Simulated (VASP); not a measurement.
TiO2, 6 atoms in the cell. It takes space group C2/c (No. 15, monoclinic). Conventional cell: a = 5.412 Å, b = 5.413 Å, c = 5.472 Å, α = 90.00°, β = 118.77°, γ = 90.00°. Within 2.6 Å of Ti (site symmetry 2) lie 6 O at 1.93 to 2.00 Å. Within 2.6 Å of O (site symmetry 1) lie 3 Ti at 1.93 to 2.00 Å and 2 O at 2.50 Å. 

```yaml
Program: VASP 6.6.1
Task: single point
Functional: LDA
Potentials_or_basis: VASP PAW LDA potentials, release 64 (Ti_sv, O)
Cutoff: 600 eV
k_mesh: 4 × 4 × 4
Occupations: gaussian, width 0.02 eV
Spin: no spin polarisation
Dipole_correction: no
Further_INCAR_settings: ALGO = Normal; EDIFF = 1e-06; NBANDS = 33
```

Potentials or basis: VASP PAW LDA potentials, release 64 (Ti_sv, O).

The run is started by

```bash
$ cat potpaw_LDA.64/Ti_sv/POTCAR potpaw_LDA.64/O/POTCAR > POTCAR
$ mpirun -np 1 vasp_std > vasp.out
```

Hardware: 1 thread of Intel(R) Xeon(R) 6975P-C (Granite Rapids) (shared host).

Problem. How long does it take, and how much memory?

Solution. It took 37 s on 1 thread of Intel(R) Xeon(R) 6975P-C (Granite Rapids), on a shared host, peak memory 0.2 GiB. Counts: scf iterations 16, k points 24.
